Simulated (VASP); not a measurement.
# Ir2Ru (P-6m2) in VASP: further runs

The runs below take Ir2Ru through single point, with PBE.

Program: VASP 6.6.1. These are calculated values, not measurements. Logs are shortened: lines on timing, memory, paths and dates and some standing lists are left out, and cuts for length are marked.

## Step 1: The cell of the first run

Symmetry: P-6m2, No. 187, hexagonal system. Conventional cell: a = 2.742 Å, b = 2.742 Å, c = 13.156 Å, α = 90.00°, β = 90.00°, γ = 120.00°. Within 3.5 Å of Ru (site symmetry 3m) lie 6 Ir at 2.67 to 2.69 Å and 6 Ru at 2.74 Å. Within 3.6 Å of Ir (site symmetry -6m2) lie 12 Ir at 2.74 to 2.75 Å. Within 3.5 Å of Ir (site symmetry 3m) lie 3 Ru at 2.67 Å and 9 Ir at 2.74 to 2.75 Å. Within 3.5 Å of Ir (site symmetry -6m2) lie 6 Ru at 2.69 Å and 6 Ir at 2.74 Å.

## Step 2: Single point, PBE

INCAR

```
PREC = Accurate
ENCUT = 520
EDIFF = 1E-6
ISMEAR = 0
SIGMA = 0.1
LREAL = False
LASPH = True
NELM = 60
ALGO = Normal
ISIF = 2
LWAVE = False
LCHARG = False
GGA = PE
NBANDS = 41
```

KPOINTS

```
regular mesh
0
Gamma
  6 6 2
```

POSCAR

```
Ir2Ru
1.0
    2.7420893000      0.0000000000      0.0000000000
   -1.3710447000      2.3747190000      0.0000000000
    0.0000000000      0.0000000000     13.1556345000
Ru Ir
2 4
Direct
    0.0000000000      0.0000000000      0.6651990000
    0.0000000000      0.0000000000      0.3348010000
    0.0000000000      0.0000000000      0.0000000000
    0.3333333000      0.6666667000      0.8290960000
    0.3333333000      0.6666667000      0.1709040000
    0.3333333000      0.6666667000      0.5000000000
```

Potentials or basis: VASP PAW PBE potentials, release 64 (Ru_pv, Ir).

Started as:

```bash
$ cat potpaw_PBE.64/Ru_pv/POTCAR potpaw_PBE.64/Ir/POTCAR > POTCAR
$ mpirun -np 1 vasp_std > vasp.out
```

OUTCAR:

```text
PREC = Accurate
   ENCUT = 520
   EDIFF = 1E-6
   ISMEAR = 0
   LREAL = False
   LASPH = True
   NELM = 60
   ISIF = 2
   GGA = PE

 ion  position               nearest neighbor table
   1  0.000  0.000  0.665-   4 2.67   4 2.67   4 2.67   6 2.69   6 2.69   6 2.69
   2  0.000  0.000  0.335-   5 2.67   5 2.67   5 2.67   6 2.69   6 2.69   6 2.69
   3  0.000  0.000  0.000-   4 2.75   5 2.75   4 2.75   5 2.75   4 2.75   5 2.75
   4  0.333  0.667  0.829-   1 2.67   1 2.67   1 2.67   3 2.75   3 2.75   3 2.75
   5  0.333  0.667  0.171-   2 2.67   2 2.67   2 2.67   3 2.75   3 2.75   3 2.75
   6  0.333  0.667  0.500-   1 2.69   2 2.69   1 2.69   2 2.69   1 2.69   2 2.69

  LATTYP: Found a hexagonal cell.
 ALAT       =     2.7420893000
 C/A-ratio  =     4.7976681503

  Lattice vectors:

 A1 = (   2.7420893000,   0.0000000000,   0.0000000000)
 A2 = (  -1.3710447000,   2.3747190000,   0.0000000000)
 A3 = (   0.0000000000,   0.0000000000,  13.1556345000)

Analysis of symmetry for initial positions (statically):
=====================================================================
 Subroutine PRICEL returns:
 Original cell was already a primitive cell.

 Routine SETGRP: Setting up the symmetry group for a
 hexagonal supercell.

 Subroutine GETGRP returns: Found 12 space group operations
 (whereof 12 operations were pure point group operations)
 out of a pool of 24 trial point group operations.

The static configuration has the point symmetry D_3h.

Analysis of symmetry for dynamics (positions and initial velocities):
=====================================================================
 Subroutine PRICEL returns:
 Original cell was already a primitive cell.

 Routine SETGRP: Setting up the symmetry group for a
 hexagonal supercell.

 Subroutine GETGRP returns: Found 12 space group operations
 (whereof 12 operations were pure point group operations)
 out of a pool of 24 trial point group operations.

The dynamic configuration has the point symmetry D_3h.

 Subroutine INISYM returns: Found 12 space group operations
 (whereof 12 operations are pure point group operations),
 and found     1 'primitive' translations

----------------------------------------------------------------------------------------

                                     Primitive cell

  volume of cell :      85.6654

  direct lattice vectors                    reciprocal lattice vectors
     2.742089300  0.000000000  0.000000000     0.364685424  0.210551235  0.000000000
    -1.371044700  2.374719000  0.000000000     0.000000000  0.421102455  0.000000000
     0.000000000  0.000000000 13.155634500     0.000000000  0.000000000  0.076013057

  length of vectors
     2.742089300  2.742089331 13.155634500     0.421102459  0.421102455  0.076013057

  position of ions in fractional coordinates (direct lattice)
     0.000000000  0.000000000  0.665199000
     0.000000000  0.000000000  0.334801000
     0.000000000  0.000000000  0.000000000
     0.333333300  0.666666700  0.829096000
     0.333333300  0.666666700  0.170904000
     0.333333300  0.666666700  0.500000000

  ion indices of the primitive-cell ions
   primitive index   ion index
                 1           1
                 2           2
                 3           3
                 4           4
                 5           5
                 6           6

----------------------------------------------------------------------------------------

 KPOINTS: regular mesh

Automatic generation of k-mesh.
 Grid dimensions read from file:
 generate k-points for:    6    6    2

 Generating k-lattice:

  Cartesian coordinates                     Fractional coordinates (reciprocal lattice)
     0.060780904  0.035091873  0.000000000     0.166666667  0.000000000  0.000000000
     0.000000000  0.070183742  0.000000000     0.000000000  0.166666667  0.000000000
     0.000000000  0.000000000  0.038006529     0.000000000  0.000000000  0.500000000

  Length of vectors
     0.070183743  0.070183742  0.038006529

  Shift w.r.t. Gamma in fractional coordinates (k-lattice)
[... 45 lines left out ...]
 non-spin polarized calculation
 Gauss-broadening in eV      SIGMA  =   0.10
  energy-cutoff  :      520.00
  volume of cell :       85.67
 maximum number of plane-waves:      2340
   NGX = 11   NGY = 11   NGZ = 49

 number of electron      63.9999999 magnetization

 Free energy of the ion-electron system (eV)
  ---------------------------------------------------
  ext. energy  EPLUGINS =         0.00000000
  ---------------------------------------------------
  free energy    TOTEN  =       -53.67353126 eV

  energy without entropy =      -53.63212153  energy(sigma->0) =      -53.65282640

 E-fermi :  10.8279     XC(G=0): -13.8921

 val. band max:       10.8167522859   @ k =   0.3333   0.0000   0.5000
 cond. band min:      10.8539048852   @ k =   0.0000   0.0000   0.0000
 fundamental gap:      0.0371525993
 Fermi energy:        10.8278721406

 k-point     1 :       0.0000    0.0000    0.0000
  band No.  band energies     occupation
      1     -32.5013      2.00000
      2     -32.4921      2.00000
      3     -32.0278      2.00000
      4     -32.0278      2.00000
      5     -32.0276      2.00000
      6     -32.0276      2.00000
[... 33 lines left out ...]
     40      11.3324      0.00000
     41      11.4746      0.00000

 k-point     2 :       0.1667   -0.0000    0.0000
  band No.  band energies     occupation
      1     -32.4769      2.00000
      2     -32.4705      2.00000
      3     -32.1932      2.00000
      4     -32.1926      2.00000
      5     -32.0669      2.00000
      6     -32.0665      2.00000
[... 33 lines left out ...]
     40      12.4342      0.00000
     41      12.4462      0.00000

 k-point     3 :       0.3333    0.0000    0.0000
  band No.  band energies     occupation
      1     -32.5157      2.00000
      2     -32.5137      2.00000
      3     -32.4281      2.00000
      4     -32.4270      2.00000
      5     -32.1443      2.00000
      6     -32.1438      2.00000
[... 435 lines left out ...]
      2     -32.5897      2.00000
      3     -32.4052      2.00000
      4     -32.4037      2.00000
      5     -32.2676      2.00000
      6     -32.2674      2.00000
[... 33 lines left out ...]
     40      14.7585      0.00000
     41      17.3120      0.00000

 k-point    14 :       0.3333    0.3333    0.5000
  band No.  band energies     occupation
      1     -32.4836      2.00000
      2     -32.4805      2.00000
      3     -32.4785      2.00000
      4     -32.4774      2.00000
      5     -32.3943      2.00000
      6     -32.3915      2.00000
[... 33 lines left out ...]
     40      17.4521      0.00000
     41      17.8022      0.00000

------------------------ aborting loop because EDIFF is reached ----------------------------------------

  FORCE on cell =-STRESS in cart. coord.  units (eV):
  Direction    XX          YY          ZZ          XY          YZ          ZX
  --------------------------------------------------------------------------------------
  -------------------------------------------------------------------------------------
  Total        1.8057321      1.8057321     -1.7007760     -0.0000000      0.0000000     -0.0000000
  in kB       33.7721161     33.7721163    -31.8091520     -0.0000007      0.0000000     -0.0000000
  external PRESSURE =      11.9116935 kB  Pullay stress =       0.0000000 kB

 VOLUME and BASIS-vectors are now :
 -----------------------------------------------------------------------------
  energy-cutoff  :      520.00
  volume of cell :       85.67
      direct lattice vectors                 reciprocal lattice vectors
     2.742089300  0.000000000  0.000000000     0.364685424  0.210551235  0.000000000
    -1.371044700  2.374719000  0.000000000     0.000000000  0.421102455  0.000000000
     0.000000000  0.000000000 13.155634500     0.000000000  0.000000000  0.076013057

 POSITION                                       TOTAL-FORCE (eV/Angst)
 -----------------------------------------------------------------------------------
      0.00000      0.00000      8.75111        -0.000000      0.000000      0.013618
      0.00000      0.00000      4.40452         0.000000      0.000000     -0.013618
      0.00000      0.00000      0.00000         0.000000      0.000000     -0.000000
     -0.00000      1.58315     10.90728        -0.000000     -0.000000      0.019839
     -0.00000      1.58315      2.24835        -0.000000      0.000000     -0.019839
     -0.00000      1.58315      6.57782         0.000000      0.000000     -0.000000
 -----------------------------------------------------------------------------------
    total drift:                                0.000024     -0.000013      0.000000

  FREE ENERGIE OF THE ION-ELECTRON SYSTEM (eV)
  ---------------------------------------------------
  free  energy   TOTEN  =       -53.6735312561 eV

  energy  without entropy=      -53.6321215343  energy(sigma->0) =      -53.65282640
```

Run time: 57 s. Hardware: 1 thread of AMD EPYC 7R13 (Zen 3), shared host; peak memory 0.18 GiB.

Results:

```
Free energy            : -53.6735 eV
Pressure               : 1.2 GPa
Largest force          : 0.020 eV/Å
Band gap on the k mesh : zero (bands 32 and 33 overlap by 2.61 eV)
```

Forces on the atoms (eV/Å):
```
Ru   0.000  0.000  0.014
Ru   0.000  0.000 -0.014
Ir   0.000  0.000  0.000
Ir   0.000  0.000  0.020
Ir   0.000  0.000 -0.020
Ir   0.000  0.000  0.000
```

Levels at points of the mesh, in eV from the Fermi level:
```
           k point  band 29  band 30  band 31  band 32  band 33  band 34  band 35  band 36  band 37  band 38
(0.00, 0.00, 0.00)    -2.42    -2.02    -2.02    -0.86    -0.86    -0.83    -0.83     0.03     0.34     0.34
(0.50, 0.00, 0.00)     0.70     0.92     1.04     1.08     1.32     1.33     1.35     1.39     1.39     1.45
(0.00, 0.00, 0.50)    -1.64    -1.64    -1.59    -1.59    -1.15    -0.85    -0.15    -0.15    -0.03    -0.03
(0.50, 0.00, 0.50)     0.59     0.73     1.02     1.10     1.11     1.31     1.37     1.39     2.28     2.51
```

Caveat: the k points lie up to 0.44 Å⁻¹ apart, too coarse for converged energies and pressures of a metal; spin-orbit coupling is left out, which moves the levels of the heavy elements.

## Step 3: Single point, PBE, collinear spin, ferromagnetic start

INCAR

```
PREC = Accurate
ENCUT = 520
EDIFF = 1E-6
ISMEAR = 0
SIGMA = 0.1
LREAL = F
LASPH = T
NELM = 150
ALGO = Normal
ISIF = 2
LWAVE = F
LCHARG = T
ISPIN = 2
MAGMOM = 1 1 1 1 1 1
LORBIT = 11
LMAXMIX = 4
GGA = PE
LELF = T
LVHAR = T
NBANDS = 45
```

KPOINTS is that of step 2.

POSCAR is that of step 2.

Potentials or basis: VASP PAW PBE potentials, release 64 (Ru_pv, Ir).

Started as:

```bash
$ cat potpaw_PBE.64/Ru_pv/POTCAR potpaw_PBE.64/Ir/POTCAR > POTCAR
$ mpirun -np 1 vasp_std > vasp.out
```

Wall time 2.2 min (1 thread of AMD EPYC 7R13 (Zen 3), shared host); peak memory 0.24 GiB.

It converged, with:

```
Free energy                                           : -53.6735 eV
Pressure                                              : 1.2 GPa
Largest force                                         : 0.020 eV/Å
Band gap on the k mesh                                : zero (filled and empty bands overlap)
Net moment                                            : 0.00 μB per cell
Valence electrons inside the program's atomic spheres : Ru 12.61; Ir 8.30, 8.34, 8.37 (each value once)
```

Forces on the atoms (eV/Å):
```
Ru   0.000  0.000  0.013
Ru   0.000  0.000 -0.013
Ir   0.000  0.000  0.000
Ir   0.000  0.000  0.020
Ir   0.000  0.000 -0.020
Ir   0.000  0.000  0.000
```

Stress tensor (GPa, compression positive):
```
 3.39  0.00  0.00
 0.00  3.39  0.00
 0.00  0.00 -3.16
```

Levels at points of the mesh, in eV from the Fermi level:
Spin up:
```csv
k point,band 29,band 30,band 31,band 32,band 33,band 34,band 35,band 36,band 37,band 38
"(0.00, 0.00, 0.00)",-2.42,-2.02,-2.02,-0.86,-0.86,-0.83,-0.83,0.03,0.34,0.34
"(0.50, 0.00, 0.00)",0.70,0.92,1.04,1.08,1.32,1.33,1.35,1.39,1.39,1.45
"(0.00, 0.00, 0.50)",-1.64,-1.64,-1.59,-1.59,-1.15,-0.85,-0.15,-0.15,-0.02,-0.02
"(0.50, 0.00, 0.50)",0.59,0.73,1.02,1.10,1.11,1.31,1.37,1.39,2.28,2.51
```
Spin down:
```
           k point  band 30  band 31  band 32  band 33  band 34  band 35  band 36  band 37
(0.00, 0.00, 0.00)    -2.02    -2.02    -0.86    -0.86    -0.83    -0.83     0.03     0.34
(0.50, 0.00, 0.00)     0.92     1.04     1.08     1.32     1.33     1.35     1.39     1.39
(0.00, 0.00, 0.50)    -1.64    -1.59    -1.59    -1.15    -0.85    -0.15    -0.15    -0.03
(0.50, 0.00, 0.50)     0.73     1.02     1.10     1.11     1.31     1.37     1.39     2.28
```

Caveat: the k points lie up to 0.44 Å⁻¹ apart, too coarse for converged energies and pressures of a metal; spin-orbit coupling is left out, which moves the levels of the heavy elements.

## Step 4: Single point, PBE

INCAR

```
ALGO = Fast
EDIFF = 1E-6
ENCUT = 520
GGA = PE
ISIF = 2
ISMEAR = 0
LASPH = T
LCHARG = F
LREAL = F
LWAVE = F
NBANDS = 41
NELM = 80
PREC = Accurate
SIGMA = 0.1
```

KPOINTS

```
k-points
0
Gamma
  18 18 4
```

POSCAR

```
Ir2Ru
1.0
    2.7420893039      0.0000000289      0.0000000000
   -1.3710446769      2.3747189822      0.0000000000
    0.0000000000      0.0000000000     13.1556345000
Ru Ir
2 4
Direct
    0.0000000000      0.0000000000      0.6651990000
    0.0000000000      0.0000000000      0.3348010000
    0.0000000000      0.0000000000      0.0000000000
    0.3333333333      0.6666666667      0.8290960000
    0.3333333333      0.6666666667      0.1709040000
    0.3333333333      0.6666666667      0.5000000000
```

Started as:

```bash
$ cat potpaw_PBE.64/Ru_pv/POTCAR potpaw_PBE.64/Ir/POTCAR > POTCAR
$ mpirun -np 1 vasp_std > vasp.out
```

Run time: 7.5 min. Hardware: 1 thread of AMD EPYC 7R13 (Zen 3), shared host; peak memory 0.4 GiB.

Results (log left out):

| Item | Value |
| --- | --- |
| Free energy | -53.9001 eV |
| Pressure | 0.3 GPa |
| Largest force | 0.019 eV/Å |
| Band gap on the k mesh | zero (bands 32 and 33 overlap by 2.62 eV) |

Forces on the atoms (eV/Å):
```
Ru   0.000  0.000  0.003
Ru   0.000  0.000 -0.003
Ir   0.000  0.000  0.000
Ir   0.000  0.000 -0.019
Ir   0.000  0.000  0.019
Ir   0.000  0.000  0.000
```

Levels at points of the mesh, in eV from the Fermi level:
```csv
k point,band 28,band 29,band 30,band 31,band 32,band 33,band 34,band 35
"(0.00, 0.00, 0.00)",-2.49,-2.49,-2.12,-2.12,-0.96,-0.96,-0.94,-0.94
"(0.50, 0.00, 0.00)",0.52,0.61,0.76,0.89,0.91,1.09,1.24,1.27
"(0.00, 0.00, 0.50)",-2.61,-1.73,-1.73,-1.69,-1.69,-1.25,-0.92,-0.26
"(0.50, 0.00, 0.50)",-0.36,0.47,0.61,0.88,0.94,1.00,1.09,1.31
```

Caveat: spin-orbit coupling is left out, which moves the levels of the heavy elements.

## Step 5: Single point, PBE

This run uses another cell than the first one: it holds 12 atoms, not 6.

INCAR

```
PREC = Accurate ; ENCUT = 520
EDIFF = 1E-6 ; ISMEAR = 0
SIGMA = 0.2 ; LREAL = F
LASPH = T ; NELM = 60
ALGO = Fast ; ISIF = 2
LWAVE = F ; LCHARG = F
GGA = PE ; NBANDS = 76
```

KPOINTS

```
regular mesh
0
Gamma
  8 6 2
```

POSCAR

```
Ir2Ru
1.0
    2.7420893039      0.0000000289      0.0000000000
   -0.0000000500      4.7494379932      0.0000000000
    0.0000000000      0.0000000000     13.1556345000
Ru Ir
4 8
Direct
    0.0000000000      0.0000000000      0.6651990000
    0.5000000000      0.5000000000      0.6651990000
    0.0000000000      0.0000000000      0.3348010000
    0.5000000000      0.5000000000      0.3348010000
    0.0000000000      0.0000000000      0.0000000000
    0.5000000000      0.5000000000      0.0000000000
    0.0000000000      0.3333333333      0.8290960000
    0.5000000000      0.8333333333      0.8290960000
    0.0000000000      0.3333333333      0.1709040000
    0.5000000000      0.8333333333      0.1709040000
    0.0000000000      0.3333333333      0.5000000000
    0.5000000000      0.8333333333      0.5000000000
```

Started as:

```bash
$ cat potpaw_PBE.64/Ru_pv/POTCAR potpaw_PBE.64/Ir/POTCAR > POTCAR
$ mpirun -np 1 vasp_std > vasp.out
```

It took 15 min on 1 thread of AMD EPYC 7R13 (Zen 3), shared host; peak memory 0.48 GiB.

The run converged. Its results:

```
Free energy            : -107.8660 eV
Pressure               : 0.6 GPa
Largest force          : 0.044 eV/Å
Band gap on the k mesh : zero (bands 64 and 65 overlap by 2.01 eV)
```

Forces on the atoms (eV/Å):
```
Ru   0.000 -0.036 -0.024
Ru   0.000 -0.036 -0.024
Ru   0.000 -0.036  0.024
Ru   0.000 -0.036  0.024
Ir   0.000 -0.034  0.000
Ir   0.000 -0.034  0.000
Ir   0.000  0.037  0.006
Ir   0.000  0.037  0.006
Ir   0.000  0.037 -0.006
Ir   0.000  0.037 -0.006
Ir   0.000  0.033  0.000
Ir   0.000  0.033  0.000
```

Stress tensor (GPa, compression positive):
```
0.29 0.00 0.00
0.00 1.00 0.00
0.00 0.00 0.41
```

Levels at points of the mesh, in eV from the Fermi level:
| k point | band 61 | band 62 | band 63 | band 64 | band 65 | band 66 | band 67 | band 68 | band 69 | band 70 |
| --- | --- | --- | --- | --- | --- | --- | --- | --- | --- | --- |
| (0.00, 0.00, 0.00) | -0.71 | -0.41 | -0.07 | 0.19 | 0.19 | 0.41 | 0.42 | 0.50 | 0.56 | 0.57 |
| (0.50, 0.00, 0.00) | 0.08 | 0.08 | 0.14 | 0.14 | 0.79 | 0.79 | 0.81 | 0.81 | 1.26 | 1.26 |
| (0.00, 0.50, 0.00) | -1.50 | -1.50 | -1.17 | -1.17 | -0.75 | -0.75 | -0.70 | -0.70 | -0.52 | -0.52 |
| (0.50, 0.50, 0.00) | 0.89 | 0.89 | 0.90 | 0.90 | 1.06 | 1.06 | 1.23 | 1.23 | 1.26 | 1.26 |
| (0.00, 0.00, 0.50) | -0.70 | -0.37 | -0.27 | -0.27 | -0.16 | -0.15 | 0.46 | 0.46 | 0.47 | 0.58 |
| (0.50, 0.00, 0.50) | 0.10 | 0.10 | 0.33 | 0.33 | 0.87 | 0.87 | 0.91 | 0.91 | 1.09 | 1.09 |
| (0.00, 0.50, 0.50) | -1.35 | -1.35 | -1.29 | -1.29 | -1.08 | -1.08 | -0.91 | -0.91 | -0.24 | -0.24 |
| (0.50, 0.50, 0.50) | 0.87 | 0.87 | 0.93 | 0.93 | 0.98 | 0.98 | 1.06 | 1.06 | 1.30 | 1.30 |

Caveat: spin-orbit coupling is left out, which moves the levels of the heavy elements.

## Step 6: Summary

| spin | cell | k mesh | smearing | gap on the mesh (eV) | pressure (GPa) | largest force (eV/Å) |
| --- | --- | --- | --- | --- | --- | --- |
| off | a = 2.742, b = 2.742, c = 13.156 Å, angles 90.0, 90.0, 120.0°, 6 atoms, atomic positions A | 6 × 6 × 2 | gaussian 0.1 eV | none | 1.2 | 0.02 |
| collinear, ferromagnetic start | a = 2.742, b = 2.742, c = 13.156 Å, angles 90.0, 90.0, 120.0°, 6 atoms, atomic positions A | 6 × 6 × 2 | gaussian 0.1 eV | none | 1.2 | 0.02 |
| off | a = 2.742, b = 2.742, c = 13.156 Å, angles 90.0, 90.0, 120.0°, 6 atoms, atomic positions A | 18 × 18 × 4 | gaussian 0.1 eV | none | 0.3 | 0.02 |
| off | a = 2.742, b = 4.749, c = 13.156 Å, 12 atoms, atomic positions B | 8 × 6 × 2 | gaussian 0.2 eV | none | 0.6 | 0.04 |

Alike in all rows: task single point; level PBE; potentials or basis VASP PAW PBE potentials, release 64 (Ru_pv, Ir); cutoff (eV) 520.

Caveats: some runs use coarse meshes; spin-orbit coupling is left out, which moves the levels of the heavy elements.

Absolute energies hang on the potentials; compare differences alone.

The gap in the log of VASP goes by the Fermi energy; the results here count the filled bands.